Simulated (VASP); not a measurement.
Crystal: CdSe.

```
Cd Se
1.0
     0.00000    2.87396    2.87396
     2.87396    0.00000    2.87396
     2.87396    2.87396    0.00000
Cd Se
1 1
Direct
  0.00000 0.00000 0.00000
  0.50000 0.50000 0.50000
```

* Program: VASP 6.6.1
* Task: relaxation of cell and atoms
* Functional: LDA
* Potentials or basis: VASP PAW LDA potentials, release 64 (Cd, Se)
* Cutoff: 600 eV
* k mesh: 6 × 6 × 6
* Occupations: fermi-dirac, width 0.05 eV
* Spin: no spin polarisation

At the start: pressure -5.5 GPa; volume 23.74 Å³/atom.

**Question.** Where does the relaxation end?

**Answer.** Over 3 steps the energy falls by 38.1 meV/atom and the volume is 21.72 Å³/atom (-8.5 %); space group Fm-3m (No. 225, to 0.05 Å).

The path:
| step | energy change (eV) | largest force (eV/Å) | pressure (GPa) | volume (Å³) |
| --- | --- | --- | --- | --- |
| 1 | 0.0000 | 0.0000 | -5.55 | 47.48 |
| 2 | -0.0645 | 0.0000 | 2.78 | 42.05 |
| 3 | -0.0761 | 0.0000 | -0.02 | 43.45 |

Final structure:
```
Cd Se
1.0
     0.00000    2.79026    2.79026
     2.79026    0.00000    2.79026
     2.79026    2.79026    0.00000
Cd Se
1 1
Direct
  0.00000 0.00000 0.00000
  0.50000 0.50000 0.50000
```
